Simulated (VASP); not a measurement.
# GaAs (F-43m) in VASP: settings compared

The runs below take GaAs through vibrations by perturbation theory, density of states, with LDA, PBE, PBEsol.

All numbers are computed with VASP 6.6.1; they aren't measurements. Logs are shortened: lines on timing, memory, paths and dates and some standing lists are left out, and cuts for length are marked.

**1. The cell of the first run**

It takes space group F-43m (No. 216, cubic). The conventional cell has a = 5.654 Å, b = 5.654 Å, c = 5.654 Å, α = 90.00°, β = 90.00°, γ = 90.00°. As (site symmetry -43m) has 4 Ga at 2.45 Å within 3.2 Å. Ga (site symmetry -43m) has 4 As at 2.45 Å within 3.2 Å.

**2. Vibrations by perturbation theory, LDA**

Contents of INCAR:

```
SYSTEM = GaAs
  PREC = Accurate
  ENCUT = 520
  EDIFF = 1E-8
  ISMEAR = -1
  SIGMA = 0.05
  LREAL = .False.
  LASPH = .True.
  NELM = 100
  ALGO = Normal
  ISIF = 2
  LWAVE = .False.
  LCHARG = .False.
  NBANDS = 16
  IBRION = 8
  NSW = 1
```

Contents of KPOINTS:

```
Automatic mesh
0
Gamma
  6 6 6
  0 0 0
```

Contents of POSCAR:

```
GaAs
1.0
    0.0000000000      2.8268500000      2.8268500000
    2.8268500000      0.0000000000      2.8268500000
    2.8268500000      2.8268500000      0.0000000000
As Ga
1 1
Direct
    0.7500000000      0.7500000000      0.7500000000
    0.0000000000      0.0000000000      0.0000000000
```

Potentials or basis: VASP PAW LDA potentials, release 64 (As, Ga_d).

Run with:

```console
> cat potpaw_LDA.64/As/POTCAR potpaw_LDA.64/Ga_d/POTCAR > POTCAR
> mpirun -np 1 vasp_std > vasp.out
```

OUTCAR:

```text
SYSTEM = GaAs
   PREC = Accurate
   ENCUT = 520
   EDIFF = 1E-8
   ISMEAR = -1
   LREAL = .False.
   LASPH = .True.
   NELM = 100
   ISIF = 2
   IBRION = 8
   NSW = 1

 ion  position               nearest neighbor table
   1  0.750  0.750  0.750-   2 2.45   2 2.45   2 2.45   2 2.45
   2  0.000  0.000  0.000-   1 2.45   1 2.45   1 2.45   1 2.45

  LATTYP: Found a face centered cubic cell.
 ALAT       =     5.6537000000

  Lattice vectors:

 A1 = (   0.0000000000,   2.8268500000,   2.8268500000)
 A2 = (   2.8268500000,   0.0000000000,   2.8268500000)
 A3 = (   2.8268500000,   2.8268500000,   0.0000000000)

Analysis of symmetry for initial positions (statically):
=====================================================================
 Subroutine PRICEL returns:
 Original cell was already a primitive cell.

 Routine SETGRP: Setting up the symmetry group for a
 face centered cubic supercell.

 Subroutine GETGRP returns: Found 24 space group operations
 (whereof 24 operations were pure point group operations)
 out of a pool of 48 trial point group operations.

The static configuration has the point symmetry T_d .

Analysis of symmetry for dynamics (positions and initial velocities):
=====================================================================
 Subroutine PRICEL returns:
 Original cell was already a primitive cell.

 Routine SETGRP: Setting up the symmetry group for a
 face centered cubic supercell.

 Subroutine GETGRP returns: Found 24 space group operations
 (whereof 24 operations were pure point group operations)
 out of a pool of 48 trial point group operations.

The dynamic configuration has the point symmetry T_d .

 Subroutine INISYM returns: Found 24 space group operations
 (whereof 24 operations are pure point group operations),
 and found     1 'primitive' translations

----------------------------------------------------------------------------------------

                                     Primitive cell

  volume of cell :      45.1792

  direct lattice vectors                    reciprocal lattice vectors
     0.000000000  2.826850000  2.826850000    -0.176875321  0.176875321  0.176875321
     2.826850000  0.000000000  2.826850000     0.176875321 -0.176875321  0.176875321
     2.826850000  2.826850000  0.000000000     0.176875321  0.176875321 -0.176875321

  length of vectors
     3.997769609  3.997769609  3.997769609     0.306357042  0.306357042  0.306357042

  position of ions in fractional coordinates (direct lattice)
     0.750000000  0.750000000  0.750000000
     0.000000000  0.000000000  0.000000000

  ion indices of the primitive-cell ions
   primitive index   ion index
                 1           1
                 2           2

----------------------------------------------------------------------------------------

 KPOINTS: Automatic mesh

Automatic generation of k-mesh.
 Grid dimensions read from file:
 generate k-points for:    6    6    6

 Generating k-lattice:

  Cartesian coordinates                     Fractional coordinates (reciprocal lattice)
    -0.029479220  0.029479220  0.029479220     0.166666667  0.000000000  0.000000000
     0.029479220 -0.029479220  0.029479220     0.000000000  0.166666667  0.000000000
     0.029479220  0.029479220 -0.029479220     0.000000000  0.000000000  0.166666667

  Length of vectors
     0.051059507  0.051059507  0.051059507

  Shift w.r.t. Gamma in fractional coordinates (k-lattice)
     0.000000000  0.000000000  0.000000000

 Subroutine IBZKPT returns following result:
 ===========================================

 Found     16 irreducible k-points:

 Following reciprocal coordinates:
            Coordinates               Weight
  0.000000  0.000000  0.000000      1.000000
  0.166667  0.000000  0.000000      8.000000
  0.333333  0.000000  0.000000      8.000000
  0.500000  0.000000  0.000000      4.000000
  0.166667  0.166667  0.000000      6.000000
  0.333333  0.166667  0.000000     24.000000
[... 8 lines left out ...]
 -0.333333  0.333333  0.166667     24.000000
 -0.333333  0.500000  0.166667     12.000000
   k-points           NKPTS =     16   k-points in BZ     NKDIM =     16   number of bands    NBANDS=     16
   number of dos      NEDOS =    301   number of ions     NIONS =      2
   total plane-waves  NPLWV =  27000
   dimension x,y,z NGX =    30 NGY =   30 NGZ =   30
   dimension x,y,z NGXF=    60 NGYF=   60 NGZF=   60
   ions per type =               1   1
   NGX,Y,Z   is equivalent  to a cutoff of  12.48, 12.48, 12.48 a.u.
   NGXF,Y,Z  is equivalent  to a cutoff of  24.95, 24.95, 24.95 a.u.
 SYSTEM =  GaAs
   PREC   = accura    normal or accurate (medium, high low for compatibility)
   ISTART =      0    job   : 0-new  1-cont  2-samecut
   ICHARG =      2    charge: 1-file 2-atom 10-const
   ISPIN  =      1    spin polarized calculation?
   LNONCOLLINEAR =      F non collinear calculations
   LSORBIT =      F    spin-orbit coupling
   LASPH  =      T    aspherical Exc in radial PAW
   ENCUT  =  520.0 eV  38.22 Ry    6.18 a.u.   7.43  7.43  7.43*2*pi/ulx,y,z
   NELM   =    100;   NELMIN=  2; NELMDL= -5     # of ELM steps
   EDIFF  = 0.1E-07   stopping-criterion for ELM
   LREAL  =      F    real-space projection
   EDIFFG = 0.1E-06   stopping-criterion for IOM
   NSW    =      1    number of steps for IOM
   IBRION =      8    ionic relax: 0-MD 1-quasi-New 2-CG
   NFREE  =      0    steps in history (QN), initial steepest desc. (CG)
   ISIF   =      2    stress and relaxation
   ISYM   =      2    0-nonsym 1-usesym 2-fastsym
   POTIM  = 0.5000    time-step for ionic-motion
   TEBEG  =    0.0;   TEEND  =   0.0 temperature during run
   PSTRESS=    0.0 pullay stress
   NELECT =      18.0000    total number of electrons
   NUPDOWN=      -1.0000    fix difference up-down
   EMIN   =  10.00;   EMAX   =-10.00  energy-range for DOS
   EFERMI =   0.00;   METHOD = LEGACY
   ISMEAR =    -1;   SIGMA  =   0.05  broadening in eV -4-tet -1-fermi 0-gaus
   EFERMI_NEDOS =   21; number of points for ismear=-14 and -15
   IALGO  =     38    algorithm
   IMIX   =      4    mixing-type and parameters
     AMIX     =   0.40;   BMIX     =  1.00
     AMIX_MAG =   1.60;   BMIX_MAG =  1.00
  volume/ion in A,a.u.               =      22.59       152.44
  Fermi-wavevector in a.u.,A,eV,Ry     =   1.204628  2.276417 19.743799  1.451128
  Thomas-Fermi vector in A             =   2.340347
   LORBIT       =      0    0 simple, 1 ext, 2 COOP (PROOUT), +10 PAW based schemes
   GGA     = CA    functional components
   LHFCALC =     F    Hartree Fock is set to
   AEXX    =    0.0000 exact exchange contribution
   IVDW    =     0    specifies the selected vdW correction
   LEPSILON=     F    determine dielectric tensor
   LRPA    =     F    only Hartree local field effects (RPA)
 non-spin polarized calculation
  energy-cutoff  :      520.00
  volume of cell :       45.18
 maximum number of plane-waves:      1243
 NGX is ok and might be reduce to    30
   NGX = 15   NGY = 15   NGZ = 15

--------------------------------------- Ionic step        1  -------------------------------------------

 number of electron      17.9999995 magnetization

 Free energy of the ion-electron system (eV)
  ---------------------------------------------------
  ext. energy  EPLUGINS =         0.00000000
  ---------------------------------------------------
  free energy    TOTEN  =        -9.60969518 eV

  energy without entropy =       -9.60944528  energy(sigma->0) =       -9.60957023

 E-fermi :   4.0031     XC(G=0):  -9.9097

 val. band max:        3.8105542336   @ k =   0.0000   0.0000   0.0000
 cond. band min:       4.1384270926   @ k =   0.0000   0.0000   0.0000
 fundamental gap:      0.3278728589
 Fermi energy:         4.0031083717

 k-point     1 :       0.0000    0.0000    0.0000
  band No.  band energies     occupation
      1     -11.1306      2.00000
      2     -11.1306      2.00000
      3     -11.1306      2.00000
      4     -11.0528      2.00000
      5     -11.0528      2.00000
      6      -8.9549      2.00000
[... 283 lines left out ...]
      5     -11.0458      2.00000
      6      -6.4043      2.00000
[... 8 lines left out ...]
     15      15.9568      0.00000
     16      17.0352      0.00000

------------------------ aborting loop because EDIFF is reached ----------------------------------------

  FORCE on cell =-STRESS in cart. coord.  units (eV):
  Direction    XX          YY          ZZ          XY          YZ          ZX
  --------------------------------------------------------------------------------------
  -------------------------------------------------------------------------------------
  Total       -0.4591285     -0.4591285     -0.4591285      0.0000000      0.0000000      0.0000000
  in kB      -16.2819555    -16.2819555    -16.2819555      0.0000000      0.0000000      0.0000000
  external PRESSURE =     -16.2819555 kB  Pullay stress =       0.0000000 kB

 VOLUME and BASIS-vectors are now :
 -----------------------------------------------------------------------------
  energy-cutoff  :      520.00
  volume of cell :       45.18
      direct lattice vectors                 reciprocal lattice vectors
     0.000000000  2.826850000  2.826850000    -0.176875321  0.176875321  0.176875321
     2.826850000  0.000000000  2.826850000     0.176875321 -0.176875321  0.176875321
     2.826850000  2.826850000  0.000000000     0.176875321  0.176875321 -0.176875321

 POSITION                                       TOTAL-FORCE (eV/Angst)
 -----------------------------------------------------------------------------------
      4.24027      4.24027      4.24027        -0.000000     -0.000000     -0.000000
      0.00000      0.00000      0.00000         0.000000      0.000000      0.000000
 -----------------------------------------------------------------------------------
    total drift:                                0.000000      0.000000      0.000000

  FREE ENERGIE OF THE ION-ELECTRON SYSTEM (eV)
  ---------------------------------------------------
  free  energy   TOTEN  =        -9.6096951836 eV

  energy  without entropy=       -9.6094452824  energy(sigma->0) =       -9.60957023

[... ionic steps 2 to 3 ...]

--------------------------------------- Ionic step        4  -------------------------------------------

------------------------ aborting loop because EDIFF is reached ----------------------------------------

[... ionic steps 5 to 6 ...]

--------------------------------------- Ionic step        7  -------------------------------------------

 Free energy of the ion-electron system (eV)
  ---------------------------------------------------
  ---------------------------------------------------
  free energy    TOTEN  =        -0.16555047 eV

  energy without entropy =       -0.16555047

------------------------ aborting loop because EDIFF is reached ----------------------------------------

 INTERNAL STRAIN TENSOR  FOR ION    2  DIRECTION 1   (eV/Angst):
 -----------------------------------------------------------------------------
     0.01340  0.00000  0.00000
     0.00000 -0.00541 -6.27293
     0.00000 -6.27293 -0.00541

 INTERNAL STRAIN TENSOR FOR ION    2 for displacements in x,y,z  (eV/Angst):
          X           Y           Z          XY          YZ          ZX
  --------------------------------------------------------------------------------
  x     0.00000    -0.00000    -0.00000     0.00000    -6.27293     0.00000
  y    -0.00000     0.00000    -0.00000     0.00000     0.00000    -6.27293
  z    -0.00000    -0.00000     0.00000    -6.27293     0.00000     0.00000

 SECOND DERIVATIVES (NOT SYMMETRIZED)
 ------------------------------------
               1X          1Y          1Z          2X          2Y          2Z
  1X    -9.074238    0.000000    0.000000    9.074238    0.000000    0.000000
  1Y     0.000000   -9.074238    0.000000    0.000000    9.074238    0.000000
  1Z     0.000000    0.000000   -9.074238    0.000000    0.000000    9.074238
  2X     9.032678    0.000000    0.000000   -9.032678    0.000000    0.000000
  2Y     0.000000    9.032678    0.000000    0.000000   -9.032678    0.000000
  2Z     0.000000    0.000000    9.032678    0.000000    0.000000   -9.032678

 Eigenvectors and eigenvalues of the dynamical matrix
 ----------------------------------------------------

   1 f  =    7.827072 THz    49.178946 2PiTHz  261.083028 cm-1    32.370155 meV
             X         Y         Z           dx          dy          dz
      4.240275  4.240275  4.240275     0.695108   -0.000000    0.000000
      0.000000  0.000000  0.000000    -0.718906    0.000000    0.000000
[... 21 lines left out ...]
   6 f/i=    0.008978 THz     0.056408 2PiTHz    0.299459 cm-1     0.037128 meV
             X         Y         Z           dx          dy          dz
      4.240275  4.240275  4.240275     0.000000    0.000000    0.718906
      0.000000  0.000000  0.000000     0.000000    0.000000    0.695108

--------------------------------------------------------------------------------------------------------

 ELASTIC MODULI CONTR FROM IONIC RELAXATION (kBar)
 Direction    XX          YY          ZZ          XY          YZ          ZX
 --------------------------------------------------------------------------------
 XX          -0.0000      0.0000      0.0000      0.0000     -0.0000     -0.0000
 YY           0.0000     -0.0000      0.0000      0.0000     -0.0000      0.0000
 ZZ           0.0000      0.0000     -0.0000     -0.0000      0.0000      0.0000
 XY           0.0000      0.0000     -0.0000   -155.7059      0.0000      0.0000
 YZ          -0.0000     -0.0000      0.0000      0.0000   -155.7059      0.0000
 ZX          -0.0000      0.0000      0.0000      0.0000      0.0000   -155.7059
 --------------------------------------------------------------------------------
```

Wall time 59 s (1 thread of Intel Xeon 6975P-C (Granite Rapids), shared host); peak memory 0.22 GiB.

Results:

```
Highest phonon frequency at Γ, LO-TO splitting left out : 261 cm⁻¹
```

Phonon frequencies in cm⁻¹ (negative: imaginary):
```tsv
q point	frequencies
(0.000, 0.000, 0.000)	0 0 0 261 261 261
```

Caveat: the cell wasn't relaxed at this level first, which shifts response properties.

**3. Density of states, LDA**

POSCAR is that of step 2.

Contents of INCAR.step1:

```
SYSTEM = GaAs
PREC = Accurate
ENCUT = 520
EDIFF = 1E-6
ISMEAR = -1
SIGMA = 0.05
LREAL = .FALSE.
LASPH = .TRUE.
NELM = 60
ALGO = Normal
ISIF = 2
LWAVE = .FALSE.
LCHARG = .TRUE.
GGA = CA
NBANDS = 16
```

Contents of KPOINTS.step1:

```
regular mesh
0
G
  5 5 5
  0 0 0
```

Contents of INCAR.step2:

```
SYSTEM = GaAs
PREC = Accurate
ENCUT = 520
EDIFF = 1E-6
ISMEAR = -5
SIGMA = 0.05
LREAL = .FALSE.
LASPH = .TRUE.
NELM = 60
ALGO = Normal
ISIF = 2
LWAVE = .FALSE.
LCHARG = .FALSE.
GGA = CA
LORBIT = 11
NBANDS = 16
NEDOS = 1001
ICHARG = 11
```

Contents of KPOINTS.step2:

```
regular mesh
0
G
  8 8 8
  0 0 0
```

Potentials or basis: VASP PAW LDA potentials, release 64 (As, Ga_d).

Run with:

```console
> cat potpaw_LDA.64/As/POTCAR potpaw_LDA.64/Ga_d/POTCAR > POTCAR
> cp INCAR.step1 INCAR
> cp KPOINTS.step1 KPOINTS
> mpirun -np 1 vasp_std > vasp.out
> cp INCAR.step2 INCAR
> cp KPOINTS.step2 KPOINTS
> mpirun -np 1 vasp_std > vasp.out
```

Wall time 46 s (1 thread of AMD EPYC 7R13, shared host); peak memory 0.12 GiB.

It converged, with:

* Valence electrons inside the program's atomic spheres: As 2.84; Ga 11.70

Levels at points of the mesh, in eV from the valence-band top:
```tsv
k point	band 6	band 7	band 8	band 9	band 10	band 11	band 12	band 13
(0.00, 0.00, 0.00)	-12.77	0.00	0.00	0.00	0.32	3.66	3.66	3.66
(0.50, 0.00, 0.00)	-11.00	-6.70	-1.15	-1.15	0.85	4.57	4.57	7.55
(0.50, 0.50, 0.00)	-10.26	-6.89	-2.70	-2.70	1.33	1.54	10.03	10.03
```

**4. Density of states, PBE**

POSCAR is that of step 3.

Contents of INCAR.step1:

```
PREC     = Accurate       # precision mode
ENCUT    = 520            # plane-wave cutoff, eV
EDIFF    = 1E-6           # SCF threshold, eV
ISMEAR   = -1             # smearing method
SIGMA    = 0.05           # smearing width, eV
LREAL    = False          # projectors in reciprocal space
LASPH    = True           # aspherical terms in the spheres
NELM     = 60             # most SCF steps
ALGO     = Normal         # electronic algorithm
ISIF     = 2              # what is computed and relaxed
LWAVE    = False          # write WAVECAR
LCHARG   = True           # write CHGCAR
GGA      = PE             # functional
NBANDS   = 16             # bands
```

Contents of KPOINTS.step1:

```
regular mesh
0
Gamma
  5 5 5
```

Contents of INCAR.step2:

```
PREC     = Accurate       # precision mode
ENCUT    = 520            # plane-wave cutoff, eV
EDIFF    = 1E-6           # SCF threshold, eV
ISMEAR   = -5             # smearing method
SIGMA    = 0.05           # smearing width, eV
LREAL    = False          # projectors in reciprocal space
LASPH    = True           # aspherical terms in the spheres
NELM     = 60             # most SCF steps
ALGO     = Normal         # electronic algorithm
ISIF     = 2              # what is computed and relaxed
LWAVE    = False          # write WAVECAR
LCHARG   = False          # write CHGCAR
GGA      = PE             # functional
LORBIT   = 11             # projections on sites
NEDOS    = 1001           # points of the DOS
ICHARG   = 11             # starting density
```

Contents of KPOINTS.step2:

```
regular mesh
0
Gamma
  8 8 8
```

Potentials or basis: VASP PAW PBE potentials, release 64 (As, Ga_d).

Run with:

```console
> cat potpaw_PBE.64/As/POTCAR potpaw_PBE.64/Ga_d/POTCAR > POTCAR
> cp INCAR.step1 INCAR
> cp KPOINTS.step1 KPOINTS
> mpirun -np 1 vasp_std > vasp.out
> cp INCAR.step2 INCAR
> cp KPOINTS.step2 KPOINTS
> mpirun -np 1 vasp_std > vasp.out
```

Wall time 46 s (1 thread of AMD EPYC 7R13, shared host); peak memory 0.13 GiB.

It converged, with:

| Item | Value |
| --- | --- |
| Valence electrons inside the program's atomic spheres | As 2.83; Ga 11.68 |

Levels at points of the mesh, in eV from the valence-band top:
| k point | band 5 | band 6 | band 7 | band 8 | band 9 | band 10 | band 11 | band 12 | band 13 |
| --- | --- | --- | --- | --- | --- | --- | --- | --- | --- |
| (0.00, 0.00, 0.00) | -14.75 | -12.73 | 0.00 | 0.00 | 0.00 | 0.51 | 3.71 | 3.71 | 3.71 |
| (0.50, 0.00, 0.00) | -14.75 | -10.96 | -6.65 | -1.15 | -1.15 | 0.99 | 4.62 | 4.62 | 7.75 |
| (0.50, 0.50, 0.00) | -14.74 | -10.22 | -6.83 | -2.68 | -2.68 | 1.45 | 1.64 | 10.15 | 10.16 |

**5. Density of states, PBEsol**

POSCAR is that of step 4.

INCAR.step1: that of step 4 with these lines changed.

```diff
@@ -7,3 +7,3 @@
 LASPH    = True           # aspherical terms in the spheres
-NELM     = 60             # most SCF steps
+NELM     = 80             # most SCF steps
 ALGO     = Normal         # electronic algorithm
@@ -12,3 +12,3 @@
 LCHARG   = True           # write CHGCAR
-GGA      = PE             # functional
+GGA      = PS             # functional
 NBANDS   = 16             # bands
```

Contents of KPOINTS.step1:

```
Automatic mesh
0
Gamma
  5 5 5
```

INCAR.step2: that of step 4 with these lines changed.

```diff
@@ -7,3 +7,3 @@
 LASPH    = True           # aspherical terms in the spheres
-NELM     = 60             # most SCF steps
+NELM     = 80             # most SCF steps
 ALGO     = Normal         # electronic algorithm
@@ -12,5 +12,6 @@
 LCHARG   = False          # write CHGCAR
-GGA      = PE             # functional
+GGA      = PS             # functional
 LORBIT   = 11             # projections on sites
-NEDOS    = 1001           # points of the DOS
+NBANDS   = 16             # bands
+NEDOS    = 2001           # points of the DOS
 ICHARG   = 11             # starting density
```

Contents of KPOINTS.step2:

```
Automatic mesh
0
Gamma
  8 8 8
```

Run with:

```console
> cat potpaw_PBE.64/As/POTCAR potpaw_PBE.64/Ga_d/POTCAR > POTCAR
> cp INCAR.step1 INCAR
> cp KPOINTS.step1 KPOINTS
> mpirun -np 1 vasp_std > vasp.out
> cp INCAR.step2 INCAR
> cp KPOINTS.step2 KPOINTS
> mpirun -np 1 vasp_std > vasp.out
```

It took 46 s on 1 thread of AMD EPYC 7R13, shared host; peak memory 0.13 GiB.

The run converged. Its results:

```yaml
Valence_electrons_inside_the_program's_atomic_spheres: As 2.83; Ga 11.68
```

Levels at points of the mesh, in eV from the valence-band top:
```
           k point  band 7  band 8  band 9  band 10  band 11  band 12
(0.00, 0.00, 0.00)    0.00    0.00    0.00     0.45     3.67     3.67
(0.50, 0.00, 0.00)   -6.69   -1.15   -1.15     0.92     4.57     4.57
(0.50, 0.50, 0.00)   -6.86   -2.70   -2.70     1.34     1.56    10.12
```

Caveat: the PAW data sets were made with another functional, which shifts forces and pressure a little.
